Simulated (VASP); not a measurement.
## Mg3Cl: single point with PBE

Crystal: Mg3Cl.

```xyz
4
Lattice="4.3089 0.0000 0.0000 0.0000 4.3089 0.0000 0.0000 0.0000 4.3089" Properties=species:S:1:pos:R:3 pbc="T T T"
Mg    0.0000    2.1544    2.1544
Mg    2.1544    0.0000    2.1544
Mg    2.1544    2.1544    0.0000
Cl    0.0000    0.0000    0.0000
```

```yaml
Program: VASP 6.6.1
Task: single point
Functional: PBE
Potentials_or_basis: VASP PAW PBE potentials, release 64 (Mg, Cl)
Cutoff: 520 eV
k_mesh: 4 × 4 × 4
Occupations: gaussian, width 0.1 eV
Spin: no spin polarisation
```

```
Pressure               : 8.3 GPa
Band gap on the k mesh : zero (an odd number of electrons rules out a gap without spin polarisation)
```

Levels at points of the mesh, in eV from the Fermi level:
```csv
k point,band 3,band 4,band 5,band 6,band 7,band 8,band 9,band 10
"(0.00, 0.00, 0.00)",-5.80,-5.80,-5.67,0.61,0.61,2.16,2.16,2.16
"(0.50, 0.00, 0.00)",-5.63,-5.63,-2.87,-2.51,1.25,1.25,1.67,4.14
"(0.50, 0.50, 0.00)",-6.91,-5.49,-3.77,-0.11,0.20,0.20,2.96,2.96
"(0.50, 0.50, 0.50)",-6.51,-6.51,-2.12,-1.52,-1.52,-1.52,2.95,2.95
```

Wall time 5.4 s on 1 thread of Intel(R) Xeon(R) 6975P-C (Granite Rapids) (shared host), peak memory 0.17 GiB.

Caveat: the k points lie up to 0.36 Å⁻¹ apart, too coarse for converged energies and pressures of a metal.
